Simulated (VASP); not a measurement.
Runs of VASP 6.6.1 on CuI. The structure is that of space group Cmcm (No. 63), or close to it. The cells are those of the table. 

```csv
task,cell,gap on the mesh (eV),pressure (GPa),largest force (eV/Å)
electric field gradients,"a = 5.264, b = 5.264, c = 4.221 Å, angles 90.0, 90.0, 89.7°, 4 atoms",(b),-1.8,0.21
electric field gradients,"a = 5.264, b = 5.264, c = 4.350 Å, angles 90.0, 90.0, 89.7°, 4 atoms",0.90,-3.4,0.45
single point,"a = 5.317, b = 5.317, c = 4.307 Å, angles 90.0, 90.0, 89.7°, 4 atoms",0.86,(a),0.53
electric field gradients,"a = 5.264, b = 5.264, c = 4.436 Å, angles 90.0, 90.0, 89.7°, 4 atoms",0.91,-4.3,0.57
electric field gradients,"a = 5.333, b = 5.333, c = 4.364 Å, angles 90.0, 90.0, 89.7°, 4 atoms",0.86,-4.1,0.66
single point,"a = 5.264, b = 5.264, c = 4.436 Å, angles 90.0, 90.0, 89.7°, 4 atoms",0.91,-4.5,0.57
electric field gradients,"a = 5.281, b = 5.281, c = 4.321 Å, angles 90.0, 90.0, 89.7°, 4 atoms",0.89,-3.3,0.45
```

Alike in all rows: level LDA; potentials or basis VASP PAW LDA potentials, release 64 (Cu, I); no spin polarisation; k mesh 5 × 5 × 6; cutoff (eV) 520; smearing fermi-dirac 0.02 eV.

Task: Fill in the values left out.

Result: (a) -3.6; (b) 0.87.

Caveats: spin-orbit coupling is left out, which moves the levels of the heavy elements.

A k mesh can miss the band edges, and the runs leave out spin-orbit coupling on I.
